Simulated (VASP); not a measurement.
The system is GaN.

```
CELL_PARAMETERS angstrom
2.61413 0.00000 0.00000
0.00000 2.61413 0.00000
0.00000 0.00000 3.42638
ATOMIC_POSITIONS crystal
Ga 0.50000 0.50000 0.50000
N 0.00000 0.00000 0.00000
```

* Program: VASP 6.6.1
* Task: relaxation of cell and atoms
* Functional: r2SCAN
* Potentials or basis: VASP PAW PBE potentials, release 64 (Ga_d, N)
* Cutoff: 600 eV
* k mesh: 6 × 6 × 6
* Occupations: gaussian, width 0.1 eV
* Spin: collinear spin, ferromagnetic start
* Starting moments: [0.0, 0.63] μB

At the start: pressure -10.0 GPa; volume 11.71 Å³/atom.

Q: How do energy, volume and symmetry change on relaxing?

A: Over 11 steps the energy falls by 474.0 meV/atom and the volume is 9.84 Å³/atom (-16.0 %); space group P4/mmm (No. 123, to 0.1 Å) before, Pm-3m (No. 221, to 0.1 Å); moment 0.00 μB per cell.

Step by step:
```
step  energy change (eV)  largest force (eV/Å)  pressure (GPa)  volume (Å³)
   1              0.0000                0.0000          -10.02        23.41
   2             -0.8566                0.0000           -6.18        20.81
   3             -0.9345                0.0000           -3.89        20.21
   4             -0.9307                0.0000            7.64        18.97
   5             -0.9456                0.0000            3.00        19.40
   6             -0.9453                0.0000           -1.34        19.87
   7             -0.9458                0.0000           -0.63        19.78
   8             -0.9474                0.0000            0.93        19.59
   9             -0.9470                0.0000            1.91        19.50
  10             -0.9477                0.0000           -0.80        19.79
  11             -0.9481                0.0000            0.30        19.67
```

Final structure:
```cif
data_structure
_symmetry_space_group_name_H-M 'P 1'
_symmetry_Int_Tables_number 1
_cell_length_a 2.7000
_cell_length_b 2.7000
_cell_length_c 2.6989
_cell_angle_alpha 90.000
_cell_angle_beta 90.000
_cell_angle_gamma 90.000
_cell_volume 19.67
loop_
_atom_site_label
_atom_site_type_symbol
_atom_site_fract_x
_atom_site_fract_y
_atom_site_fract_z
_atom_site_occupancy
Ga1 Ga 0.50000 0.50000 0.50000 1
N1 N 0.00000 0.00000 0.00000 1
```

Caveat: the k points lie up to 0.39 Å⁻¹ apart in the final cell, too coarse for converged energies and pressures of a metal; the volume moved by over 15 % at a fixed basis, so the end points are rough; the PAW data sets were made with another functional, which shifts forces and pressure a little.
